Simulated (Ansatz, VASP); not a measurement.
One calculation of ZnSe, two programs

Contents of POSCAR:

```
ZnSe
1.0
    0.0000000000      2.5383746228      2.5383746228
    2.5383746228      0.0000000000      2.5383746228
    2.5383746228      2.5383746228      0.0000000000
Zn Se
1 1
Direct
    0.0000000000      0.0000000000      0.0000000000
    0.2500000000      0.2500000000      0.2500000000
```

Contents of INCAR.step1:

```
SYSTEM = ZnSe
PREC = Accurate
ENCUT = 520
ISMEAR = -1
SIGMA = 0.05
LREAL = .False.
LASPH = .True.
NELM = 80
NBANDS = 16
GGA = PE
ALGO = Normal
EDIFF = 1E-4
LWAVE = .True.
LCHARG = .False.
```

INCAR.step2

```
SYSTEM = ZnSe
PREC = Accurate
ENCUT = 520
EDIFF = 1E-6
ISMEAR = -1
SIGMA = 0.05
LREAL = .False.
LASPH = .True.
NELM = 80
ALGO = Normal
ISIF = 2
LWAVE = .False.
LCHARG = .False.
METAGGA = R2SCAN
LMIXTAU = .True.
NBANDS = 16
ISTART = 1
```

KPOINTS

```
regular mesh
0
Gamma
  11 11 11
  0 0 0
```

Input for Ansatz:

```yaml
crystal:
  lattice:
    - [0.0, 2.5383746228, 2.5383746228]
    - [2.5383746228, 0.0, 2.5383746228]
    - [2.5383746228, 2.5383746228, 0.0]
  atoms:
    - { symbol: Zn, position: [0.0, 0.0, 0.0] }
    - { symbol: Se, position: [0.25, 0.25, 0.25] }
kpoints:
  mp_grid: { grid: [11, 11, 11] }
scf:
  occupations: { method: fermi_dirac, width: 0.05 }
hamiltonian:
  xc: r2scan
  pseudopotentials: { kind: paw }
output:
  forces: true
  stress: true
  eigenvalues: true
  populations: true
```

Change from the starting cell: volume scaled by 0.72, PAW files.

Alike in both runs: task single point; functional r2SCAN; k mesh 11 × 11 × 11; occupations fermi-dirac, width 0.05 eV; no spin polarisation.

```csv
,VASP,Ansatz
version,VASP 6.6.1,Ansatz 0.2.0
potentials or method,"VASP PAW PBE potentials, release 64 (Zn, Se)","PAW with Ansatz's default frozen-core files, scalar-relativistic"
plane-wave cutoff (eV),520,500
valence electrons in the cell,18,28
```

VASP gave:

- gap on the k mesh at the Fermi level (eV): 2.42
- pressure (GPa): 45.4

**Question.** What did Ansatz give for the same quantities?

**Answer.** gap on the k mesh at the Fermi level (eV): 2.44; pressure (GPa): 44.6.

VASP's potentials were made for PBE, not for r2SCAN. Both programs put the cell under a high pressure, so it lies far from rest at this level. The functional is the same, so the differences come from potentials, cutoffs and numerics. VASP's potentials hold 18 valence electrons a cell and Ansatz's 28, so a difference there can come from the potentials and not from the codes.
